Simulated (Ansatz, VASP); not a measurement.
Two plane-wave programs on HfO2

```xyz
12
Lattice="5.2945 0.0000 0.0000 0.0000 5.0698 0.0000 0.0000 0.0000 5.1019" Properties=species:S:1:pos:R:3 pbc="T T T"
Hf    0.1726    1.3501    1.2244
Hf    2.4747    1.3501    3.7754
Hf    2.8199    3.7197    1.2244
Hf    5.1219    3.7197    3.7754
O     1.9347    0.3428    1.9549
O     0.7126    0.3428    4.5058
O     3.8608    2.3463    2.4991
O     4.0810    2.3463    5.0500
O     1.4337    2.7235    5.0500
O     1.2136    2.7235    2.4991
O     4.5820    4.7270    1.9549
O     3.3598    4.7270    4.5058
```

Alike in both runs: functional PBE; k mesh 4 × 6 × 6; occupations gaussian, width 0.02 eV; no spin polarisation.

Ansatz relaxed the structure, and its values are those at the end. VASP's run is a single point on that final structure, the one shown.

|  | VASP | Ansatz |
| --- | --- | --- |
| version | VASP 6.6.1 | Ansatz 0.2.0 |
| potentials or method | VASP PAW PBE potentials, release 64 (Hf_pv, O), cutoff 520 eV | scalar-relativistic, plane waves, PAW |
| valence electrons in the cell | 88 | 152 |

```csv
,VASP,Ansatz,Ansatz less VASP
gap on the k mesh at the Fermi level (eV),4.32,4.37,+0.050
least direct gap on the mesh (eV),4.57,4.62,+0.044
pressure (GPa),-3.2,0.0,+3.23
rms of the force components (eV/Å),0.027,0.000,-0.0269
```

VASP's potentials hold 88 valence electrons a cell and Ansatz's 152, so a difference there can come from the potentials and not from the codes.

Neither program's run includes spin-orbit coupling.
